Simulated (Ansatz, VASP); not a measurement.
## HfNb2O2 in VASP and in Ansatz

```
Hf Nb O
1.0
     4.18451    0.00000    0.00000
     0.00000    4.18451    0.00000
     0.00000    0.00000    4.54090
Hf Nb O
1 2 2
Direct
  0.50000 0.50000 0.50000
  0.00000 0.50000 0.50000
  0.50000 0.00000 0.50000
  0.50000 0.50000 0.81808
  0.50000 0.50000 0.18192
```

Alike in both runs: task relaxation of cell and atoms; functional PBE; k mesh 4 × 4 × 4; occupations gaussian, width 0.1 eV; no spin polarisation.

|  | VASP | Ansatz |
| --- | --- | --- |
| version | VASP 6.6.1 | Ansatz 0.2.0 |
| potentials or method | VASP PAW PBE potentials, release 64 (Hf_pv, Nb_sv, O), cutoff 600 eV | scalar-relativistic, plane waves, PAW |
| valence electrons in the cell | 48 | 64 |

```tsv
	VASP	Ansatz	Ansatz less VASP
gap on the k mesh at the Fermi level, each at its own relaxed structure (eV)	none	none	-
relaxed volume (Å³/atom)	27.30	27.84	+0.547
relaxed cell length with the largest relative difference (Å)	5.018	5.064	+0.0460
```

A gap of «none» marks a metal or a gap that the smearing closes. VASP's potentials hold 48 valence electrons a cell and Ansatz's 64, so a difference there can come from the potentials and not from the codes.

The k mesh is coarse, so the values compare programs but aren't converged. Neither program's run includes spin-orbit coupling. Noted on VASP's run: the volume moved by over 15 % at a fixed basis, so the end points are rough.
